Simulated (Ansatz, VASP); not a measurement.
One calculation of Sn, two programs

```
Sn
1.0
     0.00000    3.28405    3.28405
     3.28405    0.00000    3.28405
     3.28405    3.28405    0.00000
Sn
2
Direct
  0.50000 0.50000 0.50000
  0.75000 0.75000 0.75000
```

Alike in both runs: task single point; functional r2SCAN; k mesh 8 × 8 × 8; occupations fermi-dirac, width 0.1 eV; no spin polarisation.

```csv
,VASP,Ansatz
version,VASP 6.6.1,Ansatz 0.2.0
potentials or method,"VASP PAW PBE potentials, release 64 (Sn_d), cutoff 520 eV","plane waves (500 eV) with PAW, scalar-relativistic"
valence electrons in the cell,28,28
```

|  | VASP | Ansatz | Ansatz less VASP |
| --- | --- | --- | --- |
| pressure (GPa) | 0.0 | 0.0 | +0.03 |

VASP's potentials were made for PBE, not for r2SCAN. With one functional, cell and mesh, what is left measures potentials, basis and numerics.
